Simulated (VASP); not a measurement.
Runs of VASP 6.6.1 on As. The structure is that of space group P6_3/mmc (No. 194), or close to it. The cells are those of the table. 

```tsv
cell	k mesh	gap on the mesh (eV)	pressure (GPa)
a = 3.010, b = 3.010, c = 10.144 Å, angles 90.0, 90.0, 120.0°, 4 atoms	14 × 14 × 4	none	-6.0
a = 2.894, b = 2.894, c = 9.754 Å, angles 90.0, 90.0, 120.0°, 4 atoms	14 × 14 × 4	none	(a)
a = 2.933, b = 2.933, c = 9.887 Å, angles 90.0, 90.0, 120.0°, 4 atoms	14 × 14 × 4	none	(b)
a = 2.933, b = 2.933, c = 9.887 Å, angles 90.0, 90.0, 120.0°, 4 atoms	16 × 16 × 5	none	0.2
a = 2.811, b = 2.811, c = 9.475 Å, angles 90.0, 90.0, 120.0°, 4 atoms	14 × 14 × 4	none	15.8
```

Alike in all rows: task single point; level PBEsol; potentials or basis VASP PAW PBE potentials, release 64 (As); no spin polarisation; cutoff (eV) 520; smearing fermi-dirac 0.1 eV.

Question: Fill in the values left out.

Answer: (a) 4.2; (b) 0.0.

Caveats: the PAW data sets were made with another functional, which shifts forces and pressure a little.

A k mesh can miss the band edges, and the runs leave out spin-orbit coupling on As.

A gap of «none» marks levels without a gap at the run's occupations.
